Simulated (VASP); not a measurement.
Here is a VASP 6.6.1 calculation.

Contents of INCAR:

```
SYSTEM = BP
PREC = Accurate
ENCUT = 600
EDIFF = 1E-6
ISMEAR = -1
SIGMA = 0.05
LREAL = .False.
LASPH = .True.
NELM = 100
ALGO = Normal
ISIF = 3
LWAVE = .False.
LCHARG = .False.
GGA = PS
IBRION = 2
NSW = 60
EDIFFG = -0.01
PSTRESS = 50.0
```

Contents of KPOINTS:

```
Automatic mesh
0
Gamma
  10 10 10
  0 0 0
```

Contents of POSCAR:

```
BP
1.0
    0.0000000000      2.2690000000      2.2690000000
    2.2690000000      0.0000000000      2.2690000000
    2.2690000000      2.2690000000      0.0000000000
P B
1 1
Direct
    0.7500000000      0.7500000000      0.7500000000
    0.0000000000      0.0000000000      0.0000000000
```

Potentials or basis: VASP PAW PBE potentials, release 64 (P, B).

Command:

```console
$ cat potpaw_PBE.64/P/POTCAR potpaw_PBE.64/B/POTCAR > POTCAR
$ mpirun -np 1 vasp_std > vasp.out
```

**Question.** Predict the relaxed volume.

**Answer.** 11.23 Å³/atom.

**Question.** Predict the space group after relaxing (to 0.05 Å).

**Answer.** F-43m (No. 216).

**Question.** Estimate the relaxed cell.

**Answer.** a = 3.167 Å, b = 3.167 Å, c = 3.167 Å, α = 60.00°, β = 60.00°, γ = 60.00°.

**Question.** Estimate the band gap on the k mesh.

**Answer.** 1.08 eV, indirect (least direct gap 3.42 eV).

The path:
| step | energy change (eV) | largest force (eV/Å) | pressure (GPa) | volume (Å³) |
| --- | --- | --- | --- | --- |
| 1 | 0.0000 | 0.0000 | -1.85 | 23.36 |
| 2 | 0.0472 | 0.0000 | 11.80 | 21.71 |
| 3 | 0.0081 | 0.0000 | 4.97 | 22.47 |

Caveat: the cell is relaxed towards a set pressure, so the enthalpy falls and the energy may rise; the PAW data sets were made with another functional, which shifts forces and pressure a little. A k mesh can miss the band edges.
